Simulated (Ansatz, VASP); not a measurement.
## Al2H in VASP and in Ansatz

```
Al H
1.0
     2.69233    0.00000    0.00000
     0.00000    5.75608    0.00000
     0.00000    0.00000    2.75449
Al H
2 1
Direct
  0.00000 0.73979 0.50000
  0.00000 0.26021 0.50000
  0.00000 0.00000 0.00000
```

Alike in both runs: functional PBE; k mesh 8 × 5 × 5; occupations gaussian, width 0.2 eV; no spin polarisation.

Ansatz relaxed the structure, and its values are those at the end. VASP's run is a single point on that final structure, the one shown.

|  | VASP | Ansatz |
| --- | --- | --- |
| version | VASP 6.6.1 | Ansatz 0.2.0 |
| potentials or method | VASP PAW PBE potentials, release 64 (Al, H), cutoff 500 eV | scalar-relativistic, plane waves, PAW |
| valence electrons in the cell | 7 | 7 |

Ansatz gave:

| Item | Value |
| --- | --- |
| gap on the k mesh at the Fermi level (eV) | none |
| pressure (GPa) | -0.1 |
| rms of the force components (eV/Å) | 0.006 |

**Question.** Which values does VASP return?

**Answer.** gap on the k mesh at the Fermi level (eV): none; pressure (GPa): -0.2; rms of the force components (eV/Å): 0.005.

A gap of «none» marks a metal or a gap that the smearing closes.

The k mesh is coarse, so the values compare programs but aren't converged.
